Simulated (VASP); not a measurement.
A run of VASP 6.6.1:

Contents of INCAR:

```
SYSTEM = CdSe
PREC = Accurate ; ENCUT = 500
EDIFF = 1E-6 ; ISMEAR = 0
SIGMA = 0.01 ; LREAL = .FALSE.
LASPH = .TRUE. ; NELM = 120
ALGO = Normal ; ISIF = 2
LWAVE = .FALSE. ; LCHARG = .FALSE.
GGA = PE ; NBANDS = 16
GGA_COMPAT = .FALSE.
```

File KPOINTS:

```
Automatic mesh
0
G
  6 6 6
  0 0 0
```

Contents of POSCAR:

```
CdSe
1.0
    0.0000000000      2.9924320525      2.9924320525
    2.9924320525      0.0000000000      2.9924320525
    2.9924320525      2.9924320525      0.0000000000
Cd Se
1 1
Direct
    0.0000000000      0.0000000000      0.0000000000
    0.2500000000      0.2500000000      0.2500000000
```

Potentials or basis: VASP PAW PBE potentials, release 64 (Cd, Se).

Run with:

```console
$ cat potpaw_PBE.64/Cd/POTCAR potpaw_PBE.64/Se/POTCAR > POTCAR
$ mpirun -np 1 vasp_std > vasp.out
```

Hardware: 1 thread of Intel(R) Xeon(R) 6975P-C (Granite Rapids) (shared host).

Estimate the wall time of this run.

Wall time 6.2 s on 1 thread of Intel(R) Xeon(R) 6975P-C (Granite Rapids), with other jobs on the host, peak memory 0.17 GiB. Counts: scf iterations 12, k points 16.
